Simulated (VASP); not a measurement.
# Ta (Fd-3m) in VASP: a series of runs

Ta is run at these levels: BLYP; tasks: single point, relaxation of cell and atoms.

Program: VASP 6.6.1. These are calculated values, not measurements. Logs are shortened: lines on timing, memory, paths and dates and some standing lists are left out, and cuts for length are marked.

## 1. The cell of the first run

The structure is cubic, space group Fd-3m (No. 227). Conventional cell: a = 6.444 Å, b = 6.444 Å, c = 6.444 Å, α = 90.00°, β = 90.00°, γ = 90.00°. Within 3.7 Å of Ta (site symmetry -43m) lie 4 Ta at 2.79 Å.

## 2. Single point, BLYP (volume scaled by 1.12)

File INCAR:

```
AGGAC = 1.0
AGGAX = 1.0
ALDAC = 0.0
ALDAX = 1.0
ALGO = Normal
EDIFF = 1E-6
ENCUT = 520
GGA = B5
ISIF = 2
ISMEAR = -1
LASPH = True
LCHARG = True
LELF = True
LREAL = False
LVHAR = True
LWAVE = False
NBANDS = 18
NELM = 80
PREC = Accurate
SIGMA = 0.1
```

File KPOINTS:

```
k-points
0
Gamma
  10 10 10
```

File POSCAR:

```
Ta
1.0
    0.0000000000      3.2221459129      3.2221459129
    3.2221459129      0.0000000000      3.2221459129
    3.2221459129      3.2221459129      0.0000000000
Ta
2
Direct
    0.1250000000      0.1250000000      0.1250000000
    0.8750000000      0.8750000000      0.8750000000
```

Potentials or basis: VASP PAW PBE potentials, release 64 (Ta_pv).

Launch:

```bash
$ cat potpaw_PBE.64/Ta_pv/POTCAR > POTCAR
$ mpirun -np 1 vasp_std > vasp.out
```

OUTCAR:

```text
EDIFF = 1E-6
   ENCUT = 520
   GGA = B5
   ISIF = 2
   ISMEAR = -1
   LASPH = True
   LREAL = False
   NELM = 80
   PREC = Accurate

 ion  position               nearest neighbor table
   1  0.125  0.125  0.125-   2 2.79   2 2.79   2 2.79   2 2.79
   2  0.875  0.875  0.875-   1 2.79   1 2.79   1 2.79   1 2.79

  LATTYP: Found a face centered cubic cell.
 ALAT       =     6.4442918258

  Lattice vectors:

 A1 = (   0.0000000000,   3.2221459129,   3.2221459129)
 A2 = (   3.2221459129,   0.0000000000,   3.2221459129)
 A3 = (   3.2221459129,   3.2221459129,   0.0000000000)

Analysis of symmetry for initial positions (statically):
=====================================================================
 Subroutine PRICEL returns:
 Original cell was already a primitive cell.

 Routine SETGRP: Setting up the symmetry group for a
 face centered cubic supercell.

 Subroutine GETGRP returns: Found 48 space group operations
 (whereof 12 operations were pure point group operations)
 out of a pool of 48 trial point group operations.

The static configuration has the point symmetry D_3d.
 The point group associated with its full space group is O_h .

Analysis of symmetry for dynamics (positions and initial velocities):
=====================================================================
 Subroutine PRICEL returns:
 Original cell was already a primitive cell.

 Routine SETGRP: Setting up the symmetry group for a
 face centered cubic supercell.

 Subroutine GETGRP returns: Found 48 space group operations
 (whereof 12 operations were pure point group operations)
 out of a pool of 48 trial point group operations.

The dynamic configuration has the point symmetry D_3d.
 The point group associated with its full space group is O_h .

 Subroutine INISYM returns: Found 48 space group operations
 (whereof 12 operations are pure point group operations),
 and found     1 'primitive' translations

----------------------------------------------------------------------------------------

                                     Primitive cell

  volume of cell :      66.9061

  direct lattice vectors                    reciprocal lattice vectors
     0.000000000  3.222145913  3.222145913    -0.155176089  0.155176089  0.155176089
     3.222145913  0.000000000  3.222145913     0.155176089 -0.155176089  0.155176089
     3.222145913  3.222145913  0.000000000     0.155176089  0.155176089 -0.155176089

  length of vectors
     4.556802450  4.556802450  4.556802450     0.268772870  0.268772870  0.268772870

  position of ions in fractional coordinates (direct lattice)
     0.125000000  0.125000000  0.125000000
     0.875000000  0.875000000  0.875000000

  ion indices of the primitive-cell ions
   primitive index   ion index
                 1           1
                 2           2

----------------------------------------------------------------------------------------

 KPOINTS: k-points

Automatic generation of k-mesh.
 Grid dimensions read from file:
 generate k-points for:   10   10   10

 Generating k-lattice:

  Cartesian coordinates                     Fractional coordinates (reciprocal lattice)
    -0.015517609  0.015517609  0.015517609     0.100000000  0.000000000  0.000000000
     0.015517609 -0.015517609  0.015517609     0.000000000  0.100000000  0.000000000
     0.015517609  0.015517609 -0.015517609     0.000000000  0.000000000  0.100000000

  Length of vectors
     0.026877287  0.026877287  0.026877287

  Shift w.r.t. Gamma in fractional coordinates (k-lattice)
     0.000000000  0.000000000  0.000000000

 Subroutine IBZKPT returns following result:
 ===========================================

 Found     47 irreducible k-points:

 Following reciprocal coordinates:
            Coordinates               Weight
  0.000000  0.000000  0.000000      1.000000
  0.100000  0.000000  0.000000      8.000000
  0.200000  0.000000  0.000000      8.000000
  0.300000  0.000000  0.000000      8.000000
  0.400000  0.000000  0.000000      8.000000
  0.500000  0.000000  0.000000      4.000000
[... 16 lines left out ...]
  0.300000  0.300000  0.000000      6.000000
  0.400000  0.300000  0.000000     24.000000
 [... further k-points ...]
   k-points           NKPTS =     47   k-points in BZ     NKDIM =     47   number of bands    NBANDS=     18
   number of dos      NEDOS =    301   number of ions     NIONS =      2
   total plane-waves  NPLWV =  46656
   dimension x,y,z NGX =    36 NGY =   36 NGZ =   36
   dimension x,y,z NGXF=    72 NGYF=   72 NGZF=   72
   ions per type =               2
   NGX,Y,Z   is equivalent  to a cutoff of  13.13, 13.13, 13.13 a.u.
   NGXF,Y,Z  is equivalent  to a cutoff of  26.27, 26.27, 26.27 a.u.
 SYSTEM =  unknown system
   PREC   = accura    normal or accurate (medium, high low for compatibility)
   ISTART =      0    job   : 0-new  1-cont  2-samecut
   ICHARG =      2    charge: 1-file 2-atom 10-const
   ISPIN  =      1    spin polarized calculation?
   LNONCOLLINEAR =      F non collinear calculations
   LSORBIT =      F    spin-orbit coupling
   LASPH  =      T    aspherical Exc in radial PAW
   ENCUT  =  520.0 eV  38.22 Ry    6.18 a.u.   8.47  8.47  8.47*2*pi/ulx,y,z
   NELM   =     80;   NELMIN=  2; NELMDL= -5     # of ELM steps
   EDIFF  = 0.1E-05   stopping-criterion for ELM
   LREAL  =      F    real-space projection
   EDIFFG = 0.1E-04   stopping-criterion for IOM
   NSW    =      0    number of steps for IOM
   IBRION =     -1    ionic relax: 0-MD 1-quasi-New 2-CG
   NFREE  =      0    steps in history (QN), initial steepest desc. (CG)
   ISIF   =      2    stress and relaxation
   ISYM   =      2    0-nonsym 1-usesym 2-fastsym
   POTIM  = 0.5000    time-step for ionic-motion
   TEBEG  =    0.0;   TEEND  =   0.0 temperature during run
   PSTRESS=    0.0 pullay stress
   NELECT =      22.0000    total number of electrons
   NUPDOWN=      -1.0000    fix difference up-down
   EMIN   =  10.00;   EMAX   =-10.00  energy-range for DOS
   EFERMI =   0.00;   METHOD = LEGACY
   ISMEAR =    -1;   SIGMA  =   0.10  broadening in eV -4-tet -1-fermi 0-gaus
   EFERMI_NEDOS =   21; number of points for ismear=-14 and -15
   IALGO  =     38    algorithm
   IMIX   =      4    mixing-type and parameters
     AMIX     =   0.40;   BMIX     =  1.00
     AMIX_MAG =   1.60;   BMIX_MAG =  1.00
  volume/ion in A,a.u.               =      33.45       225.75
  Fermi-wavevector in a.u.,A,eV,Ry     =   1.129953  2.135302 17.371845  1.276795
  Thomas-Fermi vector in A             =   2.266648
   LORBIT       =      0    0 simple, 1 ext, 2 COOP (PROOUT), +10 PAW based schemes
   GGA     = B5    functional components
   LHFCALC =     F    Hartree Fock is set to
   AEXX    =    0.0000 exact exchange contribution
   IVDW    =     0    specifies the selected vdW correction
   LEPSILON=     F    determine dielectric tensor
   LRPA    =     F    only Hartree local field effects (RPA)
 non-spin polarized calculation
  energy-cutoff  :      520.00
  volume of cell :       66.91
 maximum number of plane-waves:      1829
 NGX is ok and might be reduce to    36
   NGX = 17   NGY = 17   NGZ = 17

 number of electron      21.9999998 magnetization

 Free energy of the ion-electron system (eV)
  ---------------------------------------------------
  ext. energy  EPLUGINS =         0.00000000
  ---------------------------------------------------
  free energy    TOTEN  =       -15.94824582 eV

  energy without entropy =      -15.80077596  energy(sigma->0) =      -15.87451089

 E-fermi :   1.6971     XC(G=0):  -8.6634

 val. band max:        1.6965418922   @ k =  -0.4000   0.2000   0.1000
 cond. band min:       1.7228582136   @ k =   0.4000   0.3000   0.1000
 fundamental gap:      0.0263163213
 Fermi energy:         1.6971149322

 k-point     1 :       0.0000    0.0000    0.0000
  band No.  band energies     occupation
      1     -32.3645      2.00000
      2     -32.3645      2.00000
      3     -32.3645      2.00000
      4     -31.8522      2.00000
      5     -31.8522      2.00000
      6     -31.8522      2.00000
[... 10 lines left out ...]
     17       6.4244      0.00000
     18      10.9123      0.00000

 k-point     2 :       0.1000    0.0000    0.0000
  band No.  band energies     occupation
      1     -32.3700      2.00000
      2     -32.3700      2.00000
      3     -32.3630      2.00000
      4     -31.8546      2.00000
      5     -31.8465      2.00000
      6     -31.8465      2.00000
[... 10 lines left out ...]
     17       6.3982      0.00000
     18      10.6085      0.00000

 k-point     3 :       0.2000    0.0000    0.0000
  band No.  band energies     occupation
      1     -32.3839      2.00000
      2     -32.3839      2.00000
      3     -32.3591      2.00000
      4     -31.8608      2.00000
      5     -31.8321      2.00000
      6     -31.8321      2.00000
[... 10 lines left out ...]
     17       6.3047      0.00000
     18       9.1959      0.00000

 k-point     4 :       0.3000    0.0000    0.0000
  band No.  band energies     occupation
      1     -32.4002      2.00000
      2     -32.4002      2.00000
      3     -32.3545      2.00000
      4     -31.8682      2.00000
      5     -31.8151      2.00000
      6     -31.8151      2.00000
[... 375 lines left out ...]
      4     -31.9082      2.00000
      5     -31.8142      2.00000
      6     -31.7787      2.00000
[... 10 lines left out ...]
     17       6.5666      0.00000
     18       7.7916      0.00000

 k-point    23 :       0.3000    0.3000    0.0000
  band No.  band energies     occupation
      1     -32.4378      2.00000
      2     -32.4378      2.00000
      3     -32.2633      2.00000
      4     -31.9632      2.00000
      5     -31.7762      2.00000
      6     -31.7762      2.00000
[... 10 lines left out ...]
     17       6.6197      0.00000
     18       8.0863      0.00000

 k-point    24 :       0.4000    0.3000    0.0000
  band No.  band energies     occupation
      1     -32.4536      2.00000
      2     -32.4496      2.00000
      3     -32.2322      2.00000
      4     -31.9957      2.00000
      5     -31.7639      2.00000
      6     -31.7604      2.00000
[... 10 lines left out ...]
     17       6.5313      0.00000
     18       7.1498      0.00000

 [... further k-points ...]
[... 5 lines left out ...]
  --------------------------------------------------------------------------------------
  -------------------------------------------------------------------------------------
  Total       -2.3619762     -2.3619762     -2.3619762      0.0000000      0.0000000      0.0000000
  in kB      -56.5614455    -56.5614455    -56.5614455      0.0000000      0.0000000      0.0000000
  external PRESSURE =     -56.5614455 kB  Pullay stress =       0.0000000 kB

 VOLUME and BASIS-vectors are now :
 -----------------------------------------------------------------------------
  energy-cutoff  :      520.00
  volume of cell :       66.91
      direct lattice vectors                 reciprocal lattice vectors
     0.000000000  3.222145913  3.222145913    -0.155176089  0.155176089  0.155176089
     3.222145913  0.000000000  3.222145913     0.155176089 -0.155176089  0.155176089
     3.222145913  3.222145913  0.000000000     0.155176089  0.155176089 -0.155176089

 POSITION                                       TOTAL-FORCE (eV/Angst)
 -----------------------------------------------------------------------------------
      0.80554      0.80554      0.80554        -0.000000     -0.000000     -0.000000
      5.63876      5.63876      5.63876         0.000000      0.000000      0.000000
 -----------------------------------------------------------------------------------
    total drift:                                0.000000      0.000000      0.000000

  FREE ENERGIE OF THE ION-ELECTRON SYSTEM (eV)
  ---------------------------------------------------
  free  energy   TOTEN  =       -15.9482458225 eV

  energy  without entropy=      -15.8007759636  energy(sigma->0) =      -15.87451089
```

It took 35 s on 1 thread of Intel Xeon 6975P-C (Granite Rapids), shared host; peak memory 0.21 GiB.

What came out:

```yaml
Free_energy: -15.9482 eV
Pressure: -5.7 GPa
Band_gap_on_the_k_mesh: zero (band 11 reaches 2.11 eV, above the bottom of band 12 at 1.39 eV)
```

Levels at points of the mesh, in eV from the Fermi level:
```
           k point  band 8  band 9  band 10  band 11  band 12  band 13  band 14  band 15
(0.00, 0.00, 0.00)   -0.68   -0.68    -0.30    -0.30    -0.30     1.69     1.69     1.69
(0.50, 0.00, 0.00)   -0.71   -0.56    -0.56    -0.37    -0.31    -0.31     2.61     2.61
(0.50, 0.50, 0.00)   -1.52   -1.20    -1.20    -0.21    -0.21     1.60     1.60     3.76
```

Caveat: the cell differs from its parent crystal (volume scaled by 1.12); the PAW data sets were made with another functional, which shifts forces and pressure a little; spin-orbit coupling is left out, which moves the levels of the heavy elements.

## 3. Relaxation of cell and atoms, BLYP

This run uses another cell than the first one, of 24.39 Å³/atom, 0.729 times its volume.

File INCAR:

```
SYSTEM = Ta
AGGAC = 1.0
AGGAX = 1.0
ALDAC = 0.0
ALDAX = 1.0
ALGO = Normal
EDIFF = 1E-7
EDIFFG = -0.01
ENCUT = 600
GGA = B5
IBRION = 2
ISIF = 3
ISMEAR = -1
LASPH = .TRUE.
LCHARG = .FALSE.
LREAL = .FALSE.
LWAVE = .FALSE.
NELM = 100
NSW = 80
PREC = Accurate
SIGMA = 0.1
```

File KPOINTS:

```
k-points
0
G
  9 9 9
  0 0 0
```

File POSCAR:

```
Ta
1.0
    0.0000000000      2.8998653517      2.8998653517
    2.8998653517      0.0000000000      2.8998653517
    2.8998653517      2.8998653517      0.0000000000
Ta
2
Direct
    0.1250000000      0.1250000000      0.1250000000
    0.8750000000      0.8750000000      0.8750000000
```

Potentials or basis: VASP PAW PBE potentials, release 64 (Ta_pv).

Launch:

```bash
$ cat potpaw_PBE.64/Ta_pv/POTCAR > POTCAR
$ mpirun -np 1 vasp_std > vasp.out
```

OUTCAR:

```text
SYSTEM = Ta
   EDIFF = 1E-7
   EDIFFG = -0.01
   ENCUT = 600
   GGA = B5
   IBRION = 2
   ISIF = 3
   ISMEAR = -1
   LASPH = .TRUE.
   LREAL = .FALSE.
   NELM = 100
   NSW = 80
   PREC = Accurate

 ion  position               nearest neighbor table
   1  0.125  0.125  0.125-   2 2.51   2 2.51   2 2.51   2 2.51
   2  0.875  0.875  0.875-   1 2.51   1 2.51   1 2.51   1 2.51

  LATTYP: Found a face centered cubic cell.
 ALAT       =     5.7997307034

  Lattice vectors:

 A1 = (   0.0000000000,   2.8998653517,   2.8998653517)
 A2 = (   2.8998653517,   0.0000000000,   2.8998653517)
 A3 = (   2.8998653517,   2.8998653517,   0.0000000000)

Analysis of symmetry for initial positions (statically):
=====================================================================
 Subroutine PRICEL returns:
 Original cell was already a primitive cell.

 Routine SETGRP: Setting up the symmetry group for a
 face centered cubic supercell.

[... 191 lines left out ...]
     12       3.1852      1.93510
     13       5.7764      0.00000
     14       5.7764      0.00000
[... 522 lines left out ...]
--------------------------------------- Ionic step        4  -------------------------------------------

 number of electron      22.0000000 magnetization

 Free energy of the ion-electron system (eV)
  ---------------------------------------------------
  ext. energy  EPLUGINS =         0.00000000
  ---------------------------------------------------
  free energy    TOTEN  =       -16.07796708 eV

  energy without entropy =      -15.94519301  energy(sigma->0) =      -16.01158004

 E-fermi :   2.2446     XC(G=0):  -9.1210

 val. band max:        2.2411485837   @ k =  -0.4444   0.4444   0.1111
 cond. band min:       2.2474688768   @ k =   0.3333   0.0000   0.0000
 fundamental gap:      0.0063202932
 Fermi energy:         2.2446125156

 k-point     1 :       0.0000    0.0000    0.0000
  band No.  band energies     occupation
      1     -31.7325      2.00000
      2     -31.7325      2.00000
      3     -31.7325      2.00000
      4     -31.0333      2.00000
      5     -31.0333      2.00000
      6     -31.0333      2.00000
      7      -3.0851      2.00000
      8       1.3617      1.99971
      9       1.3617      1.99971
     10       1.9515      1.89874
     11       1.9515      1.89874
     12       1.9515      1.89874
     13       4.1217      0.00000
     14       4.1217      0.00000
[... 444 lines left out ...]
  FREE ENERGIE OF THE ION-ELECTRON SYSTEM (eV)
  ---------------------------------------------------
  free  energy   TOTEN  =       -16.0779670760 eV

  energy  without entropy=      -15.9451930102  energy(sigma->0) =      -16.01158004

 reached required accuracy - stopping structural energy minimisation
```

OSZICAR:

```text
N       E                     dE             d eps       ncg     rms          rms(c)
DAV:   1     0.180572895591E+03    0.18057E+03   -0.13827E+04  1050   0.161E+03
DAV:   2    -0.109480000975E+02   -0.19152E+03   -0.18961E+03  1330   0.397E+02
DAV:   3    -0.156612322408E+02   -0.47132E+01   -0.45159E+01  1340   0.554E+01
[... 39 lines left out ...]
DAV:   2    -0.160782593671E+02    0.26275E-02   -0.63657E-03  1190   0.619E-01    0.105E-01
DAV:   3    -0.160779614279E+02    0.29794E-03   -0.12827E-03  1357   0.291E-01    0.444E-02
DAV:   4    -0.160779668589E+02   -0.54311E-05   -0.81963E-05  1064   0.587E-02    0.916E-03
DAV:   5    -0.160779667796E+02    0.79308E-07   -0.12228E-05  1440   0.251E-02    0.908E-03
DAV:   6    -0.160779670885E+02   -0.30882E-06   -0.41581E-07  1275   0.489E-03    0.191E-03
DAV:   7    -0.160779670760E+02    0.12455E-07   -0.19839E-07   770   0.301E-03
   4 F= -.16077967E+02 E0= -.16011580E+02  d E =-.564186E+00
```

CONTCAR:

```text
Ta
   1.00000000000000
    -0.0000000000000000    3.1072215239276879    3.1072215239276879
     3.1072215239276879   -0.0000000000000000    3.1072215239276879
     3.1072215239276879    3.1072215239276879    0.0000000000000000
  Ta
     2
Direct
     0.1250000000000000    0.1250000000000000    0.1250000000000000
     0.8750000000000000    0.8750000000000000    0.8750000000000000

  0.00000000E+00  0.00000000E+00  0.00000000E+00
  0.00000000E+00  0.00000000E+00  0.00000000E+00
```

It took 2 min on 1 thread of Intel Xeon 6975P-C (Granite Rapids), shared host; peak memory 0.2 GiB.

What came out:

```
Free energy                            : -16.0780 eV
Relaxed volume                         : 30.00 Å³/atom
Relaxed cell                           : a = 4.394 Å, b = 4.394 Å, c = 4.394 Å, α = 60.00°, β = 60.00°, γ = 60.00°
Space group after relaxing (to 0.05 Å) : Fd-3m (No. 227)
Energy gained by relaxing              : 282.1 meV/atom
Ionic steps                            : 4
Pressure after relaxing                : 0.0 GPa
Band gap on the k mesh                 : zero (band 11 reaches 2.62 eV, above the bottom of band 12 at 1.95 eV)
```

The path:
| step | energy change (eV) | largest force (eV/Å) | pressure (GPa) | volume (Å³) |
| --- | --- | --- | --- | --- |
| 1 | 0.0000 | 0.0000 | 18.79 | 48.77 |
| 2 | -0.2154 | 0.0000 | -8.18 | 71.87 |
| 3 | -0.5640 | 0.0000 | -0.23 | 60.24 |
| 4 | -0.5642 | 0.0000 | 0.02 | 60.00 |

Final structure:
```
CELL_PARAMETERS angstrom
0.00000 3.10722 3.10722
3.10722 0.00000 3.10722
3.10722 3.10722 0.00000
ATOMIC_POSITIONS crystal
Ta 0.12500 0.12500 0.12500
Ta 0.87500 0.87500 0.87500
```

Caveat: the volume moved by over 15 % at a fixed basis, so the end points are rough; the PAW data sets were made with another functional, which shifts forces and pressure a little; spin-orbit coupling is left out, which moves the levels of the heavy elements.

[end of part 1 of 2]
